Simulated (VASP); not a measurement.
# Al4N3 (P3m1) in VASP: further runs, part 2 of 2

VASP 6.6.1.

## (4) Single point, PBE, collinear spin, ferromagnetic start

This run uses another cell than the first one, of 11.78 Å³/atom, 0.911 times its volume.

File INCAR:

```
SYSTEM = Al4N3
ALGO = Normal
EDIFF = 1E-6
ENCUT = 520
GGA = PE
ISIF = 2
ISMEAR = 0
ISPIN = 2
LASPH = .True.
LCHARG = .False.
LORBIT = 11
LREAL = .False.
LWAVE = .False.
MAGMOM = 0 0 0 0 1 1 1
NBANDS = 26
NELM = 150
PREC = Accurate
SIGMA = 0.1
```

File KPOINTS:

```
k-points
0
Gamma
  6 6 2
  0 0 0
```

File POSCAR:

```
Al4N3
1.0
    3.1119767986      0.0000000000      0.0000000000
   -1.5559883993      2.6950509636      0.0000000000
    0.0000000000      0.0000000000      9.8286433193
Al N
4 3
Direct
    0.0000000000      0.0000000000      0.4956596054
    0.3333333333      0.6666666667      0.7586061826
    0.0000000000      0.0000000000      0.9812456330
    0.3333333333      0.6666666667      0.2389489719
    0.3333333333      0.6666666667      0.4330804748
    0.0000000000      0.0000000000      0.6901102831
    0.0000000000      0.0000000000      0.1773488492
```

Command:

```
cat potpaw_PBE.64/Al/POTCAR potpaw_PBE.64/N/POTCAR > POTCAR
mpirun -np 1 vasp_std > vasp.out
```

Wall time 62 s (1 thread of Intel Xeon Platinum 8488C (Sapphire Rapids), shared host); peak memory 0.24 GiB.

Results (log left out):

| Item | Value |
| --- | --- |
| Free energy | -47.2898 eV |
| Pressure | -0.3 GPa |
| Largest force | 0.033 eV/Å |
| Net moment | 0.00 μB per cell |
| Valence electrons inside the program's atomic spheres | Al 0.80, 0.76, 0.77; N 3.85, 3.83, 3.84 |

Forces in eV/Å, atoms in the order of the input:
```
Al   0.000  0.000  0.020
Al   0.000  0.000 -0.005
Al   0.000  0.000  0.007
Al   0.000  0.000  0.033
N    0.000  0.000 -0.016
N    0.000  0.000 -0.024
N    0.000  0.000 -0.013
```

Stress tensor (GPa, compression positive):
```
-0.15  0.00  0.00
 0.00 -0.15  0.00
 0.00  0.00 -0.50
```

Levels at points of the mesh, in eV from the Fermi level:
Spin up:
| k point | band 10 | band 11 | band 12 | band 13 | band 14 | band 15 | band 16 | band 17 |
| --- | --- | --- | --- | --- | --- | --- | --- | --- |
| (0.00, 0.00, 0.00) | -3.25 | -3.25 | -2.98 | -2.98 | 0.92 | 2.39 | 3.89 | 4.96 |
| (0.50, 0.00, 0.00) | -4.43 | -4.17 | -3.67 | -3.13 | -1.44 | 1.39 | 2.89 | 3.00 |
| (0.00, 0.00, 0.50) | -3.26 | -2.98 | -2.98 | -2.93 | 0.06 | 3.38 | 3.63 | 4.63 |
| (0.50, 0.00, 0.50) | -4.65 | -4.19 | -3.66 | -3.01 | -1.53 | 1.48 | 2.71 | 3.20 |
Spin down:
```csv
k point,band 11,band 12,band 13,band 14,band 15,band 16
"(0.00, 0.00, 0.00)",-3.25,-2.98,-2.98,0.92,2.39,3.89
"(0.50, 0.00, 0.00)",-4.17,-3.67,-3.13,-1.44,1.39,2.89
"(0.00, 0.00, 0.50)",-2.98,-2.98,-2.93,0.06,3.38,3.63
"(0.50, 0.00, 0.50)",-4.19,-3.66,-3.01,-1.53,1.48,2.71
```

Caveat: the k points lie up to 0.39 Å⁻¹ apart.

## (5) Single point, PBE (volume scaled by 0.88, then relaxed in part)

File INCAR:

```
  PREC = Accurate
  ENCUT = 520
  EDIFF = 1E-7
  ISMEAR = 0
  SIGMA = 0.1
  LREAL = False
  LASPH = True
  NELM = 60
  ALGO = Normal
  ISIF = 2
  LWAVE = False
  LCHARG = False
  GGA = PE
  NBANDS = 22
```

File KPOINTS:

```
Automatic mesh
0
Gamma
  12 12 4
```

File POSCAR:

```
Al4N3
1.0
    2.9907804651      0.0000000000      0.0000000000
   -1.4953902325      2.5900918599      0.0000000000
    0.0000000000      0.0000000000      9.3497481534
Al N
4 3
Direct
    0.0000000000      0.0000000000      0.4976078674
    0.3333333333      0.6666666667      0.7650271380
    0.0000000000      0.0000000000      0.9755448881
    0.3333333333      0.6666666667      0.2364297735
    0.3333333333      0.6666666667      0.4331286922
    0.0000000000      0.0000000000      0.6943551170
    0.0000000000      0.0000000000      0.1729065238
```

Command:

```
cat potpaw_PBE.64/Al/POTCAR potpaw_PBE.64/N/POTCAR > POTCAR
mpirun -np 1 vasp_std > vasp.out
```

Run time: 2 min. Hardware: 1 thread of Intel Xeon Platinum 8488C (Sapphire Rapids), shared host; peak memory 0.23 GiB.

The run converged. Its results:

- Free energy: -46.6007 eV
- Pressure: 24.6 GPa
- Largest force: 0.009 eV/Å

Forces on the atoms (eV/Å):
```
Al   0.000  0.000  0.004
Al   0.000  0.000 -0.008
Al   0.000  0.000  0.009
Al   0.000  0.000  0.002
N    0.000  0.000  0.001
N    0.000  0.000  0.002
N    0.000  0.000 -0.009
```

Levels at points of the mesh, in eV from the Fermi level:
| k point | band 9 | band 10 | band 11 | band 12 | band 13 | band 14 | band 15 | band 16 | band 17 | band 18 |
| --- | --- | --- | --- | --- | --- | --- | --- | --- | --- | --- |
| (0.00, 0.00, 0.00) | -4.06 | -3.76 | -3.76 | -3.50 | -3.50 | 1.28 | 2.98 | 4.47 | 5.59 | 7.83 |
| (0.50, 0.00, 0.00) | -5.26 | -5.10 | -4.76 | -4.23 | -3.91 | -1.69 | 1.22 | 2.82 | 3.10 | 4.61 |
| (0.00, 0.00, 0.50) | -3.77 | -3.77 | -3.49 | -3.49 | -3.41 | 0.49 | 3.87 | 4.31 | 5.25 | 7.71 |
| (0.50, 0.00, 0.50) | -5.49 | -5.25 | -4.79 | -4.21 | -3.72 | -1.80 | 1.36 | 2.59 | 3.23 | 4.66 |

Caveat: the cell differs from its parent crystal (volume scaled by 0.88, then relaxed in part).

## (6) Single point, PBE (volume scaled by 0.91, then relaxed in part)

File INCAR:

```
SYSTEM = Al4N3
PREC     = Accurate       ! precision mode
ENCUT    = 520            ! plane-wave cutoff, eV
EDIFF    = 1E-6           ! SCF threshold, eV
ISMEAR   = 0              ! smearing method
SIGMA    = 0.1            ! smearing width, eV
LREAL    = .False.        ! projectors in reciprocal space
LASPH    = .True.         ! aspherical terms in the spheres
NELM     = 100            ! most SCF steps
ALGO     = Normal         ! electronic algorithm
ISIF     = 2              ! what is computed and relaxed
LWAVE    = .False.        ! write WAVECAR
LCHARG   = .False.        ! write CHGCAR
GGA      = PE             ! functional
NBANDS   = 22             ! bands
```

File KPOINTS:

```
regular mesh
0
Gamma
  12 12 4
  0 0 0
```

File POSCAR:

```
Al4N3
1.0
    3.0224997699      0.0000000000      0.0000000000
   -1.5112498850      2.6175615837      0.0000000000
    0.0000000000      0.0000000000      9.4666244943
Al N
4 3
Direct
    0.0000000000      0.0000000000      0.4972092475
    0.3333333333      0.6666666667      0.7636980113
    0.0000000000      0.0000000000      0.9767922671
    0.3333333333      0.6666666667      0.2369662074
    0.3333333333      0.6666666667      0.4330966571
    0.0000000000      0.0000000000      0.6934440398
    0.0000000000      0.0000000000      0.1737935697
```

Potentials or basis: VASP PAW PBE potentials, release 64 (Al, N).

Command:

```
cat potpaw_PBE.64/Al/POTCAR potpaw_PBE.64/N/POTCAR > POTCAR
mpirun -np 1 vasp_std > vasp.out
```

OUTCAR:

```text
SYSTEM = Al4N3
   PREC = Accurate
   ENCUT = 520
   EDIFF = 1E-6
   ISMEAR = 0
   LREAL = .False.
   LASPH = .True.
   NELM = 100
   ISIF = 2
   GGA = PE

 ion  position               nearest neighbor table
   1  0.000  0.000  0.497-   5 1.85   5 1.85   5 1.85   6 1.86   4 3.02   4 3.02   4 3.02   2 3.07
                             2 3.07   2 3.07
   2  0.333  0.667  0.764-   6 1.87   6 1.87   6 1.87   3 2.67   3 2.67   3 2.67   1 3.07   1 3.07
                             1 3.07
   3  0.000  0.000  0.977-   7 1.86   2 2.67   2 2.67   2 2.67   4 3.02   4 3.02   4 3.02
[... 816 lines left out ...]
  Total        7.8896539      7.8896539      7.8759834     -0.0000000      0.0000000      0.0000000
  in kB      168.7758104    168.7758104    168.4833696     -0.0000000      0.0000000      0.0000000
  external PRESSURE =     168.6783301 kB  Pullay stress =       0.0000000 kB

 VOLUME and BASIS-vectors are now :
 -----------------------------------------------------------------------------
  energy-cutoff  :      520.00
  volume of cell :       74.90
      direct lattice vectors                 reciprocal lattice vectors
     3.022499770  0.000000000  0.000000000     0.330851969  0.191017473  0.000000000
    -1.511249885  2.617561584  0.000000000     0.000000000  0.382034947  0.000000000
     0.000000000  0.000000000  9.466624494     0.000000000  0.000000000  0.105634273

 POSITION                                       TOTAL-FORCE (eV/Angst)
 -----------------------------------------------------------------------------------
      0.00000      0.00000      4.70689         0.000000      0.000000      0.002891
     -0.00000      1.74504      7.22964         0.000000     -0.000000     -0.009385
      0.00000      0.00000      9.24693         0.000000     -0.000000      0.001993
     -0.00000      1.74504      2.24327        -0.000000     -0.000000      0.000578
     -0.00000      1.74504      4.09996        -0.000000      0.000000      0.000299
      0.00000      0.00000      6.56457         0.000000     -0.000000      0.002453
      0.00000      0.00000      1.64524         0.000000      0.000000      0.001170
 -----------------------------------------------------------------------------------
    total drift:                                0.000000      0.000000      0.001640

  FREE ENERGIE OF THE ION-ELECTRON SYSTEM (eV)
  ---------------------------------------------------
  free  energy   TOTEN  =       -46.9200152407 eV

  energy  without entropy=      -46.9189159923  energy(sigma->0) =      -46.91946562
```

Wall time 1.9 min (1 thread of Intel Xeon Platinum 8488C (Sapphire Rapids), shared host); peak memory 0.23 GiB.

Results:

* Free energy: -46.9200 eV
* Pressure: 16.9 GPa
* Largest force: 0.009 eV/Å

Forces on the atoms (eV/Å):
```
Al   0.000  0.000  0.003
Al   0.000  0.000 -0.009
Al   0.000  0.000  0.002
Al   0.000  0.000  0.001
N    0.000  0.000  0.000
N    0.000  0.000  0.002
N    0.000  0.000  0.001
```

Caveat: the cell differs from its parent crystal (volume scaled by 0.91, then relaxed in part).

## (7) The runs side by side

```csv
spin,cell,k mesh,gap on the mesh (eV),pressure (GPa),largest force (eV/Å)
off,"a = 3.198, b = 3.198, c = 10.222 Å, angles 90.0, 90.0, 120.0°, 7 atoms",12 × 12 × 4,none,-11.0,0.01
"collinear, ferromagnetic start","a = 3.112, b = 3.112, c = 9.829 Å, angles 90.0, 90.0, 120.0°, 7 atoms",6 × 6 × 2,none,-0.3,0.03
off,"a = 2.991, b = 2.991, c = 9.350 Å, angles 90.0, 90.0, 120.0°, 7 atoms",12 × 12 × 4,none,24.6,0.01
off,"a = 3.022, b = 3.022, c = 9.467 Å, angles 90.0, 90.0, 120.0°, 7 atoms",12 × 12 × 4,none,16.9,0.01
```

Alike in all rows: task single point; level PBE; potentials or basis VASP PAW PBE potentials, release 64 (Al, N); cutoff (eV) 520; smearing gaussian 0.1 eV.

Caveats: some runs use coarse meshes.

Total energies depend on the potentials used, so only differences within one code and one set of settings carry meaning.
